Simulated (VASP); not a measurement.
# Ir (Fm-3m) in VASP: a series of runs

Ir is run at these levels: LDA; tasks: single point.

Program: VASP 6.6.1. These are calculated values, not measurements. Logs are shortened: lines on timing, memory, paths and dates and some standing lists are left out, and cuts for length are marked.

### Step 1. The cell of the first run

The structure is cubic, space group Fm-3m (No. 225). Conventional cell: a = 3.812 Å, b = 3.812 Å, c = 3.812 Å, α = 90.00°, β = 90.00°, γ = 90.00°. Within 3.6 Å of Ir (site symmetry m-3m) lie 12 Ir at 2.70 Å.

### Step 2. Single point, LDA

The input, INCAR:

```
SYSTEM = Ir
PREC     = Accurate       ! precision mode
ENCUT    = 560            ! plane-wave cutoff, eV
EDIFF    = 1E-6           ! SCF threshold, eV
ISMEAR   = 0              ! smearing method
SIGMA    = 0.01           ! smearing width, eV
LREAL    = .False.        ! projectors in reciprocal space
LASPH    = .True.         ! aspherical terms in the spheres
NELM     = 120            ! most SCF steps
ALGO     = Normal         ! electronic algorithm
ISIF     = 2              ! what is computed and relaxed
LWAVE    = .False.        ! write WAVECAR
LCHARG   = .True.         ! write CHGCAR
GGA      = CA             ! functional
LELF     = .True.         ! ELF
LVHAR    = .True.       
NBANDS   = 14             ! bands
GGA_COMPAT= .False.
```

The input, KPOINTS:

```
regular mesh
0
Gamma
  14 14 14
  0 0 0
```

The input, POSCAR:

```
Ir
1.0
    0.0000000000      1.9060927672      1.9060927672
    1.9060927672      0.0000000000      1.9060927672
    1.9060927672      1.9060927672      0.0000000000
Ir
1
Direct
    0.0000000000      0.0000000000      0.0000000000
```

Potentials or basis: VASP PAW LDA potentials, release 64 (Ir_sv_GW).

The run is started by

```sh
cat potpaw_LDA.64/Ir_sv_GW/POTCAR > POTCAR
mpirun -np 1 vasp_std > vasp.out
```

OUTCAR:

```text
SYSTEM = Ir
   PREC = Accurate
   ENCUT = 560
   EDIFF = 1E-6
   ISMEAR = 0
   LREAL = .False.
   LASPH = .True.
   NELM = 120
   ISIF = 2
   GGA = CA

 ion  position               nearest neighbor table
   1  0.000  0.000  0.000-

  LATTYP: Found a face centered cubic cell.
 ALAT       =     3.8121855344

  Lattice vectors:

 A1 = (   0.0000000000,   1.9060927672,   1.9060927672)
 A2 = (   1.9060927672,   0.0000000000,   1.9060927672)
 A3 = (   1.9060927672,   1.9060927672,   0.0000000000)

Analysis of symmetry for initial positions (statically):
=====================================================================
 Subroutine PRICEL returns:
 Original cell was already a primitive cell.

 Routine SETGRP: Setting up the symmetry group for a
 face centered cubic supercell.

 Subroutine GETGRP returns: Found 48 space group operations
 (whereof 48 operations were pure point group operations)
 out of a pool of 48 trial point group operations.

The static configuration has the point symmetry O_h .

Analysis of symmetry for dynamics (positions and initial velocities):
=====================================================================
 Subroutine PRICEL returns:
 Original cell was already a primitive cell.

 Routine SETGRP: Setting up the symmetry group for a
 face centered cubic supercell.

 Subroutine GETGRP returns: Found 48 space group operations
 (whereof 48 operations were pure point group operations)
 out of a pool of 48 trial point group operations.

The dynamic configuration has the point symmetry O_h .

 Subroutine INISYM returns: Found 48 space group operations
 (whereof 48 operations are pure point group operations),
 and found     1 'primitive' translations

----------------------------------------------------------------------------------------

                                     Primitive cell

  volume of cell :      13.8504

  direct lattice vectors                    reciprocal lattice vectors
     0.000000000  1.906092767  1.906092767    -0.262316719  0.262316719  0.262316719
     1.906092767  0.000000000  1.906092767     0.262316719 -0.262316719  0.262316719
     1.906092767  1.906092767  0.000000000     0.262316719  0.262316719 -0.262316719

  length of vectors
     2.695622243  2.695622243  2.695622243     0.454345884  0.454345884  0.454345884

  position of ions in fractional coordinates (direct lattice)
     0.000000000  0.000000000  0.000000000

  ion indices of the primitive-cell ions
   primitive index   ion index
                 1           1

----------------------------------------------------------------------------------------

 KPOINTS: regular mesh

Automatic generation of k-mesh.
 Grid dimensions read from file:
 generate k-points for:   14   14   14

 Generating k-lattice:

  Cartesian coordinates                     Fractional coordinates (reciprocal lattice)
    -0.018736908  0.018736908  0.018736908     0.071428571  0.000000000  0.000000000
     0.018736908 -0.018736908  0.018736908     0.000000000  0.071428571  0.000000000
     0.018736908  0.018736908 -0.018736908     0.000000000  0.000000000  0.071428571

  Length of vectors
     0.032453277  0.032453277  0.032453277

  Shift w.r.t. Gamma in fractional coordinates (k-lattice)
     0.000000000  0.000000000  0.000000000

 Subroutine IBZKPT returns following result:
 ===========================================

 Found    104 irreducible k-points:

 Following reciprocal coordinates:
            Coordinates               Weight
  0.000000  0.000000  0.000000      1.000000
  0.071429  0.000000  0.000000      8.000000
  0.142857  0.000000  0.000000      8.000000
  0.214286  0.000000  0.000000      8.000000
  0.285714  0.000000  0.000000      8.000000
  0.357143  0.000000  0.000000      8.000000
[... 16 lines left out ...]
  0.214286  0.142857  0.000000     24.000000
  0.285714  0.142857  0.000000     24.000000
 [... further k-points ...]
   k-points           NKPTS =    104   k-points in BZ     NKDIM =    104   number of bands    NBANDS=     14
   number of dos      NEDOS =    301   number of ions     NIONS =      1
   total plane-waves  NPLWV =  13824
   dimension x,y,z NGX =    24 NGY =   24 NGZ =   24
   dimension x,y,z NGXF=    48 NGYF=   48 NGZF=   48
   ions per type =               1
   NGX,Y,Z   is equivalent  to a cutoff of  14.80, 14.80, 14.80 a.u.
   NGXF,Y,Z  is equivalent  to a cutoff of  29.60, 29.60, 29.60 a.u.
 SYSTEM =  Ir
   PREC   = accura    normal or accurate (medium, high low for compatibility)
   ISTART =      0    job   : 0-new  1-cont  2-samecut
   ICHARG =      2    charge: 1-file 2-atom 10-const
   ISPIN  =      1    spin polarized calculation?
   LNONCOLLINEAR =      F non collinear calculations
   LSORBIT =      F    spin-orbit coupling
   LASPH  =      T    aspherical Exc in radial PAW
   ENCUT  =  560.0 eV  41.16 Ry    6.42 a.u.   5.20  5.20  5.20*2*pi/ulx,y,z
   NELM   =    120;   NELMIN=  2; NELMDL= -5     # of ELM steps
   EDIFF  = 0.1E-05   stopping-criterion for ELM
   LREAL  =      F    real-space projection
   EDIFFG = 0.1E-04   stopping-criterion for IOM
   NSW    =      0    number of steps for IOM
   IBRION =     -1    ionic relax: 0-MD 1-quasi-New 2-CG
   NFREE  =      0    steps in history (QN), initial steepest desc. (CG)
   ISIF   =      2    stress and relaxation
   ISYM   =      2    0-nonsym 1-usesym 2-fastsym
   POTIM  = 0.5000    time-step for ionic-motion
   TEBEG  =    0.0;   TEEND  =   0.0 temperature during run
   PSTRESS=    0.0 pullay stress
   NELECT =      17.0000    total number of electrons
   NUPDOWN=      -1.0000    fix difference up-down
   EMIN   =  10.00;   EMAX   =-10.00  energy-range for DOS
   EFERMI =   0.00;   METHOD = LEGACY
   ISMEAR =     0;   SIGMA  =   0.01  broadening in eV -4-tet -1-fermi 0-gaus
   EFERMI_NEDOS =   21; number of points for ismear=-14 and -15
   IALGO  =     38    algorithm
   IMIX   =      4    mixing-type and parameters
     AMIX     =   0.40;   BMIX     =  1.00
     AMIX_MAG =   1.60;   BMIX_MAG =  1.00
  volume/ion in A,a.u.               =      13.85        93.47
  Fermi-wavevector in a.u.,A,eV,Ry     =   1.752819  3.312348 41.802199  3.072375
  Thomas-Fermi vector in A             =   2.823075
   LORBIT       =      0    0 simple, 1 ext, 2 COOP (PROOUT), +10 PAW based schemes
   GGA     = CA    functional components
   LHFCALC =     F    Hartree Fock is set to
   AEXX    =    0.0000 exact exchange contribution
   IVDW    =     0    specifies the selected vdW correction
   LEPSILON=     F    determine dielectric tensor
   LRPA    =     F    only Hartree local field effects (RPA)
 non-spin polarized calculation
 Gauss-broadening in eV      SIGMA  =   0.01
  energy-cutoff  :      560.00
  volume of cell :       13.85
 maximum number of plane-waves:       444
 NGX is ok and might be reduce to    24
   NGX = 11   NGY = 11   NGZ = 11

 number of electron      17.0000000 magnetization

 Free energy of the ion-electron system (eV)
  ---------------------------------------------------
  ext. energy  EPLUGINS =         0.00000000
  ---------------------------------------------------
  free energy    TOTEN  =       -10.89332937 eV

  energy without entropy =      -10.89309276  energy(sigma->0) =      -10.89321106

 E-fermi :  12.9567     XC(G=0): -14.9202

 val. band max:       12.9558118264   @ k =   0.4286   0.3571   0.0714
 cond. band min:      12.9602334297   @ k =   0.3571   0.3571   0.0000
 fundamental gap:      0.0044216033
 Fermi energy:        12.9567088369

 k-point     1 :       0.0000    0.0000    0.0000
  band No.  band energies     occupation
      1     -79.5299      2.00000
      2     -36.1706      2.00000
      3     -36.1706      2.00000
      4     -36.1706      2.00000
      5       1.7623      2.00000
      6       9.0396      2.00000
      7       9.0396      2.00000
      8       9.0396      2.00000
      9      11.8527      2.00000
     10      11.8527      2.00000
     11      26.6592      0.00000
     12      32.2516      0.00000
     13      32.2516      0.00000
     14      32.2516      0.00000

 k-point     2 :       0.0714    0.0000    0.0000
  band No.  band energies     occupation
      1     -79.5262      2.00000
      2     -36.2150      2.00000
      3     -36.1766      2.00000
      4     -36.1766      2.00000
      5       1.9956      2.00000
      6       8.9152      2.00000
      7       9.1395      2.00000
      8       9.1395      2.00000
      9      11.7865      2.00000
     10      11.7865      2.00000
     11      27.0667      0.00000
     12      31.2682      0.00000
     13      32.6467      0.00000
     14      32.6467      0.00000

 k-point     3 :       0.1429    0.0000    0.0000
  band No.  band energies     occupation
      1     -79.5161      2.00000
      2     -36.3386      2.00000
      3     -36.1936      2.00000
      4     -36.1936      2.00000
      5       2.6507      2.00000
      6       8.6342      2.00000
      7       9.3725      2.00000
      8       9.3725      2.00000
      9      11.6806      2.00000
     10      11.6806      2.00000
     11      28.0909      0.00000
     12      29.5114      0.00000
     13      33.7809      0.00000
     14      33.7809      0.00000

 k-point     4 :       0.2143    0.0000    0.0000
  band No.  band energies     occupation
      1     -79.5008      2.00000
      2     -36.5140      2.00000
      3     -36.2176      2.00000
      4     -36.2176      2.00000
      5       3.5614      2.00000
      6       8.4573      2.00000
      7       9.5226      2.00000
      8       9.5226      2.00000
      9      11.8016      2.00000
     10      11.8016      2.00000
     11      27.4979      0.00000
     12      29.4103      0.00000
     13      35.5112      0.00000
     14      35.5112      0.00000

 k-point     5 :       0.2857    0.0000    0.0000
  band No.  band energies     occupation
      1     -79.4851      2.00000
      2     -36.7064      2.00000
      3     -36.2452      2.00000
      4     -36.2452      2.00000
      5       4.3625      2.00000
      6       8.8043      2.00000
      7       9.4207      2.00000
      8       9.4207      2.00000
      9      12.3371      2.00000
     10      12.3371      2.00000
     11      25.7143      0.00000
[... 276 lines left out ...]
 k-point    22 :       0.1429    0.1429    0.0000
  band No.  band energies     occupation
      1     -79.5115      2.00000
      2     -36.3331      2.00000
      3     -36.2317      2.00000
      4     -36.2317      2.00000
      5       2.9569      2.00000
      6       8.1794      2.00000
      7       9.7374      2.00000
      8       9.7374      2.00000
      9      10.8596      2.00000
     10      12.2099      2.00000
     11      28.7366      0.00000
     12      30.8320      0.00000
     13      32.6907      0.00000
     14      32.6907      0.00000

 k-point    23 :       0.2143    0.1429    0.0000
  band No.  band energies     occupation
      1     -79.5003      2.00000
      2     -36.4477      2.00000
      3     -36.2618      2.00000
      4     -36.2545      2.00000
      5       3.6754      2.00000
      6       7.8273      2.00000
      7       9.8694      2.00000
      8      10.0647      2.00000
      9      10.7745      2.00000
     10      12.4129      2.00000
     11      29.6612      0.00000
     12      29.9215      0.00000
     13      32.9004      0.00000
     14      33.4553      0.00000

 k-point    24 :       0.2857    0.1429    0.0000
  band No.  band energies     occupation
      1     -79.4861      2.00000
      2     -36.6049      2.00000
      3     -36.2922      2.00000
      4     -36.2824      2.00000
      5       4.5634      2.00000
      6       7.6531      2.00000
      7       9.4254      2.00000
      8      10.1947      2.00000
      9      11.5909      2.00000
     10      12.8263      2.00000
     11      27.8834      0.00000
     12      30.5825      0.00000
     13      33.0306      0.00000
     14      33.7640      0.00000

 [... further k-points ...]

------------------------ aborting loop because EDIFF is reached ----------------------------------------

  FORCE on cell =-STRESS in cart. coord.  units (eV):
  Direction    XX          YY          ZZ          XY          YZ          ZX
  --------------------------------------------------------------------------------------
  -------------------------------------------------------------------------------------
  Total       -0.0451677     -0.0451677     -0.0451677     -0.0000000     -0.0000000      0.0000000
  in kB       -5.2248873     -5.2248873     -5.2248873     -0.0000000     -0.0000000      0.0000000
  external PRESSURE =      -5.2248873 kB  Pullay stress =       0.0000000 kB

 VOLUME and BASIS-vectors are now :
 -----------------------------------------------------------------------------
  energy-cutoff  :      560.00
  volume of cell :       13.85
      direct lattice vectors                 reciprocal lattice vectors
     0.000000000  1.906092767  1.906092767    -0.262316719  0.262316719  0.262316719
     1.906092767  0.000000000  1.906092767     0.262316719 -0.262316719  0.262316719
     1.906092767  1.906092767  0.000000000     0.262316719  0.262316719 -0.262316719

 POSITION                                       TOTAL-FORCE (eV/Angst)
 -----------------------------------------------------------------------------------
      0.00000      0.00000      0.00000         0.000000      0.000000     -0.000000
 -----------------------------------------------------------------------------------
    total drift:                               -0.000000     -0.000000     -0.000000

  FREE ENERGIE OF THE ION-ELECTRON SYSTEM (eV)
  ---------------------------------------------------
  free  energy   TOTEN  =       -10.8933293692 eV

  energy  without entropy=      -10.8930927599  energy(sigma->0) =      -10.89321106
```

It took 13 s on 1 thread of AMD EPYC 9R45 (Zen 5), shared host; peak memory 0.12 GiB.

What came out:

```yaml
Free_energy: -10.8933 eV
Pressure: -0.5 GPa
Band_gap_on_the_k_mesh: zero (an odd number of electrons rules out a gap without spin polarisation)
```

Levels at points of the mesh, in eV from the Fermi level:
| k point | band 6 | band 7 | band 8 | band 9 | band 10 | band 11 |
| --- | --- | --- | --- | --- | --- | --- |
| (0.00, 0.00, 0.00) | -3.92 | -3.92 | -3.92 | -1.10 | -1.10 | 13.70 |
| (0.50, 0.00, 0.00) | -4.02 | -4.02 | -0.63 | 1.06 | 1.06 | 7.63 |
| (0.50, 0.50, 0.00) | -7.47 | 1.05 | 1.66 | 1.66 | 1.86 | 10.96 |

Caveat: spin-orbit coupling is left out, which moves the levels of the heavy elements.

[end of part 1 of 2]
